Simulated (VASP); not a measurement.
# Al3Cu (P4/mmm) in VASP: notebook, part 2 of 2

VASP 6.6.1. Earlier steps stand in the parts before.

**4. Single point, r2SCAN (uniaxial strain along c: +1.0 %)**

File POSCAR:

```
Al3Cu
1.0
    2.7668464117      0.0000000000      0.0000000000
    0.0000000000      2.7668464117      0.0000000000
    0.0000000000      0.0000000000      7.6677817444
Al Cu
3 1
Direct
    0.0000000000      0.0000000000      0.5000000000
    0.5000000000      0.5000000000      0.2226430006
    0.5000000000      0.5000000000      0.7773569994
    0.0000000000      0.0000000000      0.0000000000
```

File INCAR.step1:

```
SYSTEM = Al3Cu
PREC     = Accurate       ! precision mode
ENCUT    = 520            ! plane-wave cutoff, eV
ISMEAR   = 0              ! smearing method
SIGMA    = 0.1            ! smearing width, eV
LREAL    = .False.        ! projectors in reciprocal space
LASPH    = .True.         ! aspherical terms in the spheres
NELM     = 80             ! most SCF steps
NBANDS   = 18             ! bands
GGA      = PE             ! functional
ALGO     = Normal         ! electronic algorithm
EDIFF    = 1E-4           ! SCF threshold, eV
LWAVE    = .True.         ! write WAVECAR
LCHARG   = .False.        ! write CHGCAR
```

File INCAR.step2:

```
SYSTEM = Al3Cu
PREC     = Accurate       ! precision mode
ENCUT    = 520            ! plane-wave cutoff, eV
EDIFF    = 1E-6           ! SCF threshold, eV
ISMEAR   = 0              ! smearing method
SIGMA    = 0.1            ! smearing width, eV
LREAL    = .False.        ! projectors in reciprocal space
LASPH    = .True.         ! aspherical terms in the spheres
NELM     = 80             ! most SCF steps
ALGO     = Normal         ! electronic algorithm
ISIF     = 2              ! what is computed and relaxed
LWAVE    = .False.        ! write WAVECAR
LCHARG   = .True.         ! write CHGCAR
METAGGA  = R2SCAN         ! meta-GGA
LMIXTAU  = .True.       
LELF     = .True.         ! ELF
LVHAR    = .True.       
NBANDS   = 18             ! bands
ISTART   = 1
```

File KPOINTS:

```
Automatic mesh
0
Gamma
  18 18 8
  0 0 0
```

Command:

```bash
$ cat potpaw_PBE.64/Al/POTCAR potpaw_PBE.64/Cu/POTCAR > POTCAR
$ cp INCAR.step1 INCAR
$ mpirun -np 1 vasp_std > vasp.out
$ cp INCAR.step2 INCAR
$ mpirun -np 1 vasp_std > vasp.out
```

Wall time 7 min (1 thread of Intel Xeon 6975P-C (Granite Rapids), shared host); peak memory 0.4 GiB.

The run converged. Its results:

* Free energy: -31.4244 eV
* Pressure: -0.7 GPa
* Largest force: 0.070 eV/Å
* Band gap on the k mesh: zero (bands 10 and 11 overlap by 6.07 eV)

Forces in eV/Å, atoms in the order of the input:
```
Al   0.000  0.000  0.000
Al   0.000  0.000  0.070
Al   0.000  0.000 -0.070
Cu   0.000  0.000  0.000
```

Stress tensor (GPa, compression positive):
```
 0.12  0.00  0.00
 0.00  0.12  0.00
 0.00  0.00 -2.28
```

Levels at points of the mesh, in eV from the Fermi level:
```
           k point  band 7  band 8  band 9  band 10  band 11  band 12  band 13  band 14
(0.00, 0.00, 0.00)   -3.77   -3.38   -2.16     0.34     6.73     7.28     7.28     8.33
(0.50, 0.00, 0.00)   -3.86   -3.86   -3.67    -2.50    -1.95     2.63     3.93     4.13
(0.50, 0.50, 0.00)   -2.66   -0.43   -0.28     0.14     0.14     0.47     0.47     0.68
(0.00, 0.00, 0.50)   -3.77   -3.77   -3.38     4.00     5.59     6.73     7.86     7.86
(0.50, 0.00, 0.50)   -3.86   -3.67   -2.79    -1.15    -1.15     0.03     0.81     8.88
(0.50, 0.50, 0.50)   -1.92   -1.77   -1.77    -0.46    -0.46     0.66     1.97     3.40
```

Caveat: the cell differs from its parent crystal (uniaxial strain along c: +1.0 %); the PAW data sets were made with another functional, which shifts forces and pressure a little.

**5. Single point, r2SCAN (uniaxial strain along c: +1.0 %, then relaxed in part)**

File POSCAR:

```
Al3Cu
1.0
    2.7685127763      0.0000000000      0.0000000000
    0.0000000000      2.7685127763      0.0000000000
    0.0000000000      0.0000000000      7.6677817444
Al Cu
3 1
Direct
    0.0000000000      0.0000000000      0.5000000000
    0.5000000000      0.5000000000      0.2235679419
    0.5000000000      0.5000000000      0.7764320581
    0.0000000000      0.0000000000      0.0000000000
```

File INCAR.step1:

```
SYSTEM = Al3Cu
PREC = Accurate
ENCUT = 520
ISMEAR = 0
SIGMA = 0.1
LREAL = .FALSE.
LASPH = .TRUE.
NELM = 60
NBANDS = 18
GGA = PE
ALGO = Normal
EDIFF = 1E-4
LWAVE = .TRUE.
LCHARG = .FALSE.
```

File INCAR.step2:

```
SYSTEM = Al3Cu
PREC = Accurate
ENCUT = 520
EDIFF = 1E-7
ISMEAR = 0
SIGMA = 0.1
LREAL = .FALSE.
LASPH = .TRUE.
NELM = 60
ALGO = Normal
ISIF = 2
LWAVE = .FALSE.
LCHARG = .FALSE.
METAGGA = R2SCAN
LMIXTAU = .TRUE.
NBANDS = 18
ISTART = 1
```

File KPOINTS:

```
Automatic mesh
0
G
  18 18 8
  0 0 0
```

Command:

```bash
$ cat potpaw_PBE.64/Al/POTCAR potpaw_PBE.64/Cu/POTCAR > POTCAR
$ cp INCAR.step1 INCAR
$ mpirun -np 1 vasp_std > vasp.out
$ cp INCAR.step2 INCAR
$ mpirun -np 1 vasp_std > vasp.out
```

Wall time 9 min (1 thread of Intel Xeon 6975P-C (Granite Rapids), shared host); peak memory 0.39 GiB.

The run converged. Its results:

```yaml
Free_energy: -31.4250 eV
Pressure: -0.9 GPa
Largest_force: 0.018 eV/Å
Band_gap_on_the_k_mesh: zero (bands 10 and 11 overlap by 6.07 eV)
```

Forces on the atoms (eV/Å):
```
Al   0.000  0.000  0.000
Al   0.000  0.000  0.018
Al   0.000  0.000 -0.018
Cu   0.000  0.000  0.000
```

Stress tensor (GPa, compression positive):
```
-0.18  0.00  0.00
 0.00 -0.18  0.00
 0.00  0.00 -2.33
```

Levels at points of the mesh, in eV from the Fermi level:
| k point | band 8 | band 9 | band 10 | band 11 | band 12 | band 13 |
| --- | --- | --- | --- | --- | --- | --- |
| (0.00, 0.00, 0.00) | -3.35 | -2.15 | 0.36 | 6.71 | 7.26 | 7.26 |
| (0.50, 0.00, 0.00) | -3.83 | -3.64 | -2.50 | -1.93 | 2.63 | 3.92 |
| (0.50, 0.50, 0.00) | -0.46 | -0.29 | 0.16 | 0.16 | 0.45 | 0.45 |
| (0.00, 0.00, 0.50) | -3.75 | -3.35 | 4.02 | 5.60 | 6.70 | 7.82 |
| (0.50, 0.00, 0.50) | -3.64 | -2.78 | -1.14 | -1.13 | 0.03 | 0.80 |
| (0.50, 0.50, 0.50) | -1.79 | -1.79 | -0.49 | -0.48 | 0.66 | 1.97 |

Caveat: the cell differs from its parent crystal (uniaxial strain along c: +1.0 %, then relaxed in part); the PAW data sets were made with another functional, which shifts forces and pressure a little.

**6. Relaxation of shape and atoms at fixed volume, r2SCAN (15.48 Å³/atom)**

This run uses another cell than the first one, of 15.48 Å³/atom.

File POSCAR:

```
Al3Cu
1.0
    2.8270480349      0.0000000000      0.0000000000
    0.0000000000      2.8270480349      0.0000000000
    0.0000000000      0.0000000000      7.7469749726
Al Cu
3 1
Direct
    0.0000000000      0.0000000000      0.5000000000
    0.5000000000      0.5000000000      0.2213800293
    0.5000000000      0.5000000000      0.7786199707
    0.0000000000      0.0000000000      0.0000000000
```

File INCAR.step1:

```
PREC = Accurate ; ENCUT = 600
ISMEAR = 0 ; SIGMA = 0.1
LREAL = F ; LASPH = T
NELM = 60 ; GGA = PE
ALGO = Normal ; EDIFF = 1E-4
LWAVE = T ; LCHARG = F
```

File INCAR.step2:

```
PREC = Accurate ; ENCUT = 600
EDIFF = 1E-6 ; ISMEAR = 0
SIGMA = 0.1 ; LREAL = F
LASPH = T ; NELM = 60
ALGO = Normal ; ISIF = 4
LWAVE = F ; LCHARG = F
METAGGA = R2SCAN ; LMIXTAU = T
IBRION = 2 ; NSW = 50
EDIFFG = -0.01 ; ISTART = 1
```

File KPOINTS:

```
regular mesh
0
Gamma
  16 16 6
```

Potentials or basis: VASP PAW PBE potentials, release 64 (Al, Cu).

Command:

```bash
$ cat potpaw_PBE.64/Al/POTCAR potpaw_PBE.64/Cu/POTCAR > POTCAR
$ cp INCAR.step1 INCAR
$ mpirun -np 1 vasp_std > vasp.out
$ cp INCAR.step2 INCAR
$ mpirun -np 1 vasp_std > vasp.out
```

Run time: 26 min. Hardware: 1 thread of Oxide Virtual Turin-like, shared host; peak memory 0.32 GiB.

Results (log left out):

- Free energy: -31.3385 eV
- Energy gained by relaxing: 0.1 meV/atom
- Ionic steps: 3
- Pressure after relaxing: -5.6 GPa
- Largest force after relaxing: 0.006 eV/Å
- Band gap on the k mesh: zero (bands 10 and 11 overlap by 6.17 eV)

Forces on the atoms (eV/Å):
```
Al   0.000  0.000  0.000
Al   0.000  0.000 -0.006
Al   0.000  0.000  0.006
Cu   0.000  0.000  0.000
```

Stress tensor (GPa, compression positive):
```
-5.56  0.00  0.00
 0.00 -5.56  0.00
 0.00  0.00 -5.67
```

Step by step:
```tsv
step	energy change (eV)	largest force (eV/Å)	pressure (GPa)	volume (Å³)
1	0.0000	0.0361	-5.67	61.92
2	-0.0001	0.0269	-5.65	61.92
3	-0.0003	0.0056	-5.60	61.92
```

Final structure:
```
CELL_PARAMETERS angstrom
2.82469 0.00000 0.00000
0.00000 2.82469 0.00000
0.00000 0.00000 7.75989
ATOMIC_POSITIONS crystal
Al 0.00000 0.00000 0.50000
Al 0.50000 0.50000 0.22063
Al 0.50000 0.50000 0.77937
Cu 0.00000 0.00000 0.00000
```

Levels at points of the mesh, in eV from the Fermi level:
```
           k point  band 7  band 8  band 9  band 10  band 11  band 12  band 13  band 14
(0.00, 0.00, 0.00)   -3.63   -3.26   -1.94     0.40     6.64     6.88     6.88     8.21
(0.50, 0.00, 0.00)   -3.71   -3.71   -3.53    -2.43    -1.96     2.68     3.85     4.03
(0.50, 0.50, 0.00)   -2.59   -0.42   -0.35     0.15     0.15     0.49     0.49     0.78
(0.00, 0.00, 0.50)   -3.63   -3.60   -3.26     4.05     5.58     6.65     7.46     7.46
(0.50, 0.00, 0.50)   -3.71   -3.53   -2.70    -1.10    -1.05     0.06     0.72     8.81
(0.50, 0.50, 0.50)   -1.87   -1.69   -1.69    -0.48    -0.45     0.65     1.64     3.43
```

Caveat: the PAW data sets were made with another functional, which shifts forces and pressure a little.

**7. The runs side by side**

| task | cell | k mesh | cutoff (eV) | gap on the mesh (eV) | pressure (GPa) | largest force (eV/Å) |
| --- | --- | --- | --- | --- | --- | --- |
| single point | a = 2.793, b = 2.793, c = 7.364 Å, 4 atoms, atomic positions A | 18 × 18 × 8 | 520 | none | 1.5 | 0.02 |
| single point | a = 2.795, b = 2.795, c = 7.364 Å, 4 atoms, atomic positions A | 18 × 18 × 8 | 520 | none | 1.4 | 0.01 |
| single point | a = 2.767, b = 2.767, c = 7.668 Å, 4 atoms, atomic positions A | 18 × 18 × 8 | 520 | none | -0.7 | 0.07 |
| single point | a = 2.769, b = 2.769, c = 7.668 Å, 4 atoms, atomic positions A | 18 × 18 × 8 | 520 | none | -0.9 | 0.02 |
| relaxation of shape and atoms at fixed volume | relaxed from a = 2.827, b = 2.827, c = 7.747 Å, 4 atoms, atomic positions B | 16 × 16 × 6 | 600 | none | -5.6 | 0.01 |

Alike in all rows: level r2SCAN; potentials or basis VASP PAW PBE potentials, release 64 (Al, Cu); no spin polarisation; smearing gaussian 0.1 eV.

Caveats: the PAW data sets were made with another functional, which shifts forces and pressure a little.

Total energies depend on the potentials used, so only differences within one code and one set of settings carry meaning.
